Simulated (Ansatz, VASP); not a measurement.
Mg3TiN3 in VASP and in Ansatz

```xyz
7
Lattice="4.3066 0.0000 0.0000 0.0000 4.3066 0.0000 0.0000 0.0000 4.3066" Properties=species:S:1:pos:R:3 pbc="T T T"
Mg    0.0000    2.1533    2.1533
Mg    2.1533    0.0000    2.1533
Mg    2.1533    2.1533    0.0000
Ti    0.0000    0.0000    0.0000
N     2.1533    0.0000    0.0000
N     0.0000    2.1533    0.0000
N     0.0000    0.0000    2.1533
```

Alike in both runs: functional PBE; k mesh 3 × 3 × 3; occupations gaussian, width 0.15 eV; collinear spin.

Ansatz relaxed the structure, and its values are those at the end. VASP's run is a single point on that final structure, the one shown.

|  | VASP | Ansatz |
| --- | --- | --- |
| version | VASP 6.6.1 | Ansatz 0.2.0 |
| potentials or method | VASP PAW PBE potentials, release 64 (Mg, Ti_sv, N), cutoff 520 eV | scalar-relativistic, plane waves, PAW |
| valence electrons in the cell | 33 | 57 |

```tsv
	VASP	Ansatz	Ansatz less VASP
gap on the k mesh at the Fermi level (eV)	none	none	-
pressure (GPa)	-0.4	-0.1	+0.24
net moment per atom (μB)	0.01	0.04	+0.029
size of the moment on the site where the two differ most (μB)	0.02	0.14	+0.116
```

Site moments also hang on the region over which each program counts them. A gap of «none» marks a metal or a gap that the smearing closes. The functional is the same, so the differences come from potentials, cutoffs and numerics. VASP's potentials hold 33 valence electrons a cell and Ansatz's 57, so a difference there can come from the potentials and not from the codes.

The k mesh is coarse, so the values compare programs but aren't converged.
